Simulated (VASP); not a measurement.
Set up this calculation in VASP 6.6.1, as the native input.

| Quantity | Value |
| --- | --- |
| Task | density of states |
| Functional | LDA |
| Potentials or basis | VASP PAW LDA potentials, release 64 (Co, Ti_sv) |
| Cutoff | 520 eV |
| k mesh | 5 × 5 × 5 |
| Occupations | fermi-dirac, width 0.05 eV |
| Spin | collinear spin, ferromagnetic start |
| Starting moments | [2.0, 1.0] μB |
| Dipole correction | no |
| k mesh for the DOS | 8 × 8 × 8 |
| Occupations for the DOS | tetrahedron |
| Further INCAR settings | ALGO = Normal; EDIFF = 1e-06; NBANDS = 22 |

TiCo:

```
Co Ti
1.0
     2.98611    0.00000    0.00000
     0.00000    2.98611    0.00000
     0.00000    0.00000    2.98611
Co Ti
1 1
Direct
  0.50000 0.50000 0.50000
  0.00000 0.00000 0.00000
```

These files were run (other wordings do the same):

POSCAR

```
TiCo
1.0
    2.9861109900      0.0000000000      0.0000000000
    0.0000000000      2.9861109900      0.0000000000
    0.0000000000      0.0000000000      2.9861109900
Co Ti
1 1
Direct
    0.5000000000      0.5000000000      0.5000000000
    0.0000000000      0.0000000000      0.0000000000
```

INCAR.step1

```
SYSTEM = TiCo
  PREC = Accurate
  ENCUT = 520
  EDIFF = 1E-6
  ISMEAR = -1
  SIGMA = 0.05
  LREAL = .False.
  LASPH = .True.
  NELM = 150
  ALGO = Normal
  ISIF = 2
  LWAVE = .False.
  LCHARG = .True.
  ISPIN = 2
  MAGMOM = 2 1
  LMAXMIX = 4
  NBANDS = 22
```

KPOINTS.step1

```
regular mesh
0
Gamma
  5 5 5
  0 0 0
```

INCAR.step2

```
SYSTEM = TiCo
  PREC = Accurate
  ENCUT = 520
  EDIFF = 1E-6
  ISMEAR = -5
  SIGMA = 0.05
  LREAL = .False.
  LASPH = .True.
  NELM = 150
  ALGO = Normal
  ISIF = 2
  LWAVE = .False.
  LCHARG = .False.
  ISPIN = 2
  MAGMOM = 2 1
  LORBIT = 10
  LMAXMIX = 4
  NBANDS = 22
  NEDOS = 1001
  ICHARG = 11
```

KPOINTS.step2

```
regular mesh
0
Gamma
  8 8 8
  0 0 0
```

Potentials or basis: VASP PAW LDA potentials, release 64 (Co, Ti_sv).

Run with:

```console
$ cat potpaw_LDA.64/Co/POTCAR potpaw_LDA.64/Ti_sv/POTCAR > POTCAR
$ cp INCAR.step1 INCAR
$ cp KPOINTS.step1 KPOINTS
$ mpirun -np 1 vasp_std > vasp.out
$ cp INCAR.step2 INCAR
$ cp KPOINTS.step2 KPOINTS
$ mpirun -np 1 vasp_std > vasp.out
```

Results of the run:

| Quantity | Value |
| --- | --- |
| Net moment | 0.82 μB per cell |
| Site moments | Co +0.71; Ti +0.03 μB |
| Valence electrons inside the program's atomic spheres | Co 8.29; Ti 10.31 |

Caveat: the k points lie up to 0.42 Å⁻¹ apart.

Wall time 59 s on 1 thread of AMD EPYC 7R43 64-Core Processor (Zen 3) (shared host), peak memory 0.11 GiB.
